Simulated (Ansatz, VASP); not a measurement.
Au in VASP and in Ansatz

```
Au
1.0
     0.00000    2.02296    2.02296
     2.02296    0.00000    2.02296
     2.02296    2.02296    0.00000
Au
1
Direct
  0.00000 0.00000 0.00000
```

Alike in both runs: task single point; functional LDA; k mesh 13 × 13 × 13; no spin polarisation.

|  | VASP | Ansatz |
| --- | --- | --- |
| version | VASP 6.6.1 | Ansatz 0.2.0 |
| potentials or method | VASP PAW LDA potentials, release 64 (Au), cutoff 520 eV | plane waves (420 eV) with PAW, scalar-relativistic |
| occupations | methfessel-paxton of order 1, width 0.01 eV | cold, width 0.01 eV |
| valence electrons in the cell | 11 | 19 |

```tsv
	VASP	Ansatz	Ansatz less VASP
pressure (GPa)	0.3	-0.2	-0.49
```

Ansatz warns that its potentials were made for another functional, while VASP's fit it. LDA's correlation is that of Perdew and Zunger in VASP and of Perdew and Wang (1992) in Ansatz. VASP's potentials hold 11 valence electrons a cell and Ansatz's 19, so a difference there can come from the potentials and not from the codes.

Neither program's run includes spin-orbit coupling.
